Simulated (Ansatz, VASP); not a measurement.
## One calculation of PbI2, two programs

INCAR

```
PREC = Accurate
ENCUT = 500
EDIFF = 1E-6
ISMEAR = -1
SIGMA = 0.017
LREAL = False
LASPH = True
NELM = 120
ALGO = Normal
ISIF = 2
LWAVE = False
LCHARG = True
GGA = RE
LELF = True
LVHAR = True
NBANDS = 21
GGA_COMPAT = False
```

The input KPOINTS:

```
Automatic mesh
0
Gamma
  6 6 2
```

Contents of POSCAR:

```
PbI2
1.0
    4.5550018558      0.0000000000      0.0000000000
   -2.2775009279      3.9447473214      0.0000000000
    0.0000000000      0.0000000000      6.9770000000
Pb I
1 2
Direct
    0.0000000000      0.0000000000      0.0000000000
    0.3333333333      0.6666666667      0.2650000000
    0.6666666667      0.3333333333      0.7350000000
```

Input for Ansatz:

```yaml
crystal:
  lattice:
    - [4.5550018558, 0.0, 0.0]
    - [-2.2775009279, 3.9447473214, 0.0]
    - [0.0, 0.0, 6.977]
  atoms:
    - { symbol: Pb, position: [0.0, 0.0, 0.0] }
    - { symbol: I, position: [0.3333333333, 0.6666666667, 0.265] }
    - { symbol: I, position: [0.6666666667, 0.3333333333, 0.735] }
basis:
  ecutwfc: 420
kpoints:
  mp_grid: { grid: [6, 6, 2] }
hamiltonian:
  xc: revpbe
scf:
  occupations: { method: fermi_dirac, width: 0.017 }
output:
  forces: true
  stress: true
  eigenvalues: true
```

Alike in both runs: task single point; functional revPBE; k mesh 6 × 6 × 2; occupations fermi-dirac, width 0.017 eV; no spin polarisation.

|  | VASP | Ansatz |
| --- | --- | --- |
| version | VASP 6.6.1 | Ansatz 0.2.0 |
| potentials or method | VASP PAW PBE potentials, release 64 (Pb_d, I), cutoff 500 eV | scalar-relativistic, plane waves, PAW |
| valence electrons in the cell | 28 | 48 |

```tsv
	VASP	Ansatz	Ansatz less VASP
gap on the k mesh at the Fermi level (eV)	2.32	2.32	0.000
least direct gap on the mesh (eV)	2.32	2.32	0.000
pressure (GPa)	2.9	2.9	+0.02
traceless stress, the component that is largest in VASP (GPa)	0.07	0.07	-0.001
rms of the force components (eV/Å)	0.096	0.097	+0.0005
```

VASP's potentials were made for PBE, not for revPBE. Atom by atom the forces differ by 0.001 eV/Å (rms over components). The functional is the same, so the differences come from potentials, cutoffs and numerics. VASP's potentials hold 28 valence electrons a cell and Ansatz's 48, so a difference there can come from the potentials and not from the codes.

The k mesh is coarse, so the values compare programs but aren't converged. Spin-orbit coupling is off throughout.
